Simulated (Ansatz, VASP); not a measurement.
**Ti2B2Os in VASP and in Ansatz**

File INCAR:

```
SYSTEM = Ti2B2Os
PREC     = Accurate       ! precision mode
ENCUT    = 600            ! plane-wave cutoff, eV
EDIFF    = 1E-6           ! SCF threshold, eV
ISMEAR   = 0              ! smearing method
SIGMA    = 0.1            ! smearing width, eV
LREAL    = .False.        ! projectors in reciprocal space
LASPH    = .True.         ! aspherical terms in the spheres
NELM     = 60             ! most SCF steps
ALGO     = Fast           ! electronic algorithm
ISIF     = 3              ! what is computed and relaxed
LWAVE    = .False.        ! write WAVECAR
LCHARG   = .False.        ! write CHGCAR
GGA      = PE             ! functional
IBRION   = 2              ! ionic algorithm
NSW      = 100            ! ionic steps
EDIFFG   = -0.01          ! ionic threshold
```

KPOINTS

```
regular mesh
0
Gamma
  12 12 8
  0 0 0
```

The input POSCAR:

```
Ti2B2Os
1.0
    3.7973291949      0.0000000000      0.0000000000
   -1.8986645975      3.2885835494      0.0000000000
    0.0000000000      0.0000000000      4.8797495889
Ti B Os
2 2 1
Direct
    0.3333333333      0.6666666667      0.6860680693
    0.6666666667      0.3333333333      0.3139319307
    0.3333333333      0.6666666667      0.1826481251
    0.6666666667      0.3333333333      0.8173518749
    0.0000000000      0.0000000000      0.0000000000
```

Input for Ansatz:

```yaml
crystal:
  lattice:
    - [3.7973291949, 0.0, 0.0]
    - [-1.8986645975, 3.2885835494, 0.0]
    - [0.0, 0.0, 4.8797495889]
  atoms:
    - { symbol: Ti, position: [0.3333333333, 0.6666666667, 0.6860680693] }
    - { symbol: Ti, position: [0.6666666667, 0.3333333333, 0.3139319307] }
    - { symbol: B, position: [0.3333333333, 0.6666666667, 0.1826481251] }
    - { symbol: B, position: [0.6666666667, 0.3333333333, 0.8173518749] }
    - { symbol: Os, position: [0.0, 0.0, 0.0] }
basis:
  ecutwfc: 420
kpoints:
  mp_grid: { grid: [12, 12, 8] }
hamiltonian:
  xc: pbe
scf:
  occupations: { method: gaussian, width: 0.1 }
output:
  forces: true
  stress: true
  eigenvalues: true
relax:
  adjacent_minimum: "off"
  f_tol: 0.01
  max_steps: 80
  cell: { stress_tol: 0.05 }
```

Change from the starting cell: species swapped into the CaCd2As2 type (P-3m1, No. 164).

Alike in both runs: task relaxation of cell and atoms; functional PBE; k mesh 12 × 12 × 8; occupations gaussian, width 0.1 eV; no spin polarisation.

|  | VASP | Ansatz |
| --- | --- | --- |
| version | VASP 6.6.1 | Ansatz 0.2.0 |
| potentials or method | VASP PAW PBE potentials, release 64 (Ti_sv, B, Os), cutoff 600 eV | scalar-relativistic, plane waves, PAW |
| valence electrons in the cell | 38 | 46 |

```csv
,VASP,Ansatz,Ansatz less VASP
"gap on the k mesh at the Fermi level, each at its own relaxed structure (eV)",none,none,-
relaxed volume (Å³/atom),12.26,12.25,-0.007
relaxed length of the cell vector where the two differ most in proportion (Å),4.818,4.826,+0.0077
```

A gap of «none» marks a metal or a gap that the smearing closes. VASP's potentials hold 38 valence electrons a cell and Ansatz's 46, so a difference there can come from the potentials and not from the codes.

Spin-orbit coupling is off throughout.
